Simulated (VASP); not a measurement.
Set up this calculation in VASP 6.6.1, as the native input.

* Task: single point
* Functional: PBE
* Potentials or basis: VASP PAW PBE potentials, release 64 (Ti_sv, W_sv)
* Cutoff: 520 eV
* k mesh: 6 × 6 × 6
* Occupations: gaussian, width 0.1 eV
* Spin: collinear spin
* Starting moments: [1.0, 1.0, 0.0, 0.0, 0.0] μB
* Dipole correction: no
* Further INCAR settings: ALGO = Normal; EDIFF = 1e-06; NBANDS = 45

The structure of Ti2W3 lies in POSCAR:

```
Ti2W3
1.0
    0.0000000000      2.2667226927     11.3801052269
    1.5957090708      0.0000000000     11.3801052269
    1.5957090708      2.2667226927      0.0000000000
Ti W
2 3
Direct
    0.1948307905      0.1948307905      0.8051692095
    0.8051692095      0.8051692095      0.1948307905
    0.0000000000      0.0000000000      0.0000000000
    0.5979200499      0.5979200499      0.4020799501
    0.4020799501      0.4020799501      0.5979200499
```

These files were run (other wordings do the same):

INCAR

```
ALGO = Normal
EDIFF = 1E-6
ENCUT = 520
GGA = PE
ISIF = 2
ISMEAR = 0
ISPIN = 2
LASPH = T
LCHARG = F
LMAXMIX = 4
LORBIT = 11
LREAL = F
LWAVE = F
MAGMOM = 1 1 0 0 0
NBANDS = 45
NELM = 150
PREC = Accurate
SIGMA = 0.1
```

KPOINTS

```
k-points
0
Gamma
  6 6 6
```

Potentials or basis: VASP PAW PBE potentials, release 64 (Ti_sv, W_sv).

The run is started by

```bash
$ cat potpaw_PBE.64/Ti_sv/POTCAR potpaw_PBE.64/W_sv/POTCAR > POTCAR
$ mpirun -np 1 vasp_std > vasp.out
```

It gave:

```yaml
Pressure: 0.3 GPa
Largest_force: 0.012 eV/Å
Band_gap_on_the_k_mesh: zero (filled and empty bands overlap)
Net_moment: 0.00 μB per cell
Valence_electrons_inside_the_program's_atomic_spheres: Ti 10.29; W 12.06
```

Caveat: the k points lie up to 0.40 Å⁻¹ apart, too coarse for converged energies and pressures of a metal; spin-orbit coupling is left out, which moves the levels of the heavy elements.

Run time: 50 min on 1 thread of Intel Xeon 8259CL, with other jobs on the host, peak memory 0.73 GiB.
